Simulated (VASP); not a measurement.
Runs of VASP 6.6.1 on Lu. The structure is that of space group Pm-3m (No. 221), or close to it. The cells are those of the table. 

```tsv
cell	gap on the mesh (eV)	pressure (GPa)
a = 2.831 Å, 1 atom	none	11.6
a = 2.420 Å, 1 atom	none	100.6
a = 3.049 Å, 1 atom	none	0.1
a = 2.944 Å, 1 atom	none	(a)
a = 2.707 Å, 1 atom	none	(b)
```

Alike in all rows: task single point; level LDA; potentials or basis VASP PAW PBE potentials, release 64 (Lu); no spin polarisation; k mesh 14 × 14 × 14; cutoff (eV) 520; smearing fermi-dirac 0.08 eV.

Q: Fill in the values left out.

A: (a) 4.5; (b) 24.1.

Caveats: the PAW data sets were made with another functional, which shifts forces and pressure a little; spin-orbit coupling is left out, which moves the levels of the heavy elements.

A k mesh can miss the band edges, and the runs leave out spin-orbit coupling on Lu.

A gap of «none» marks levels without a gap at the run's occupations.
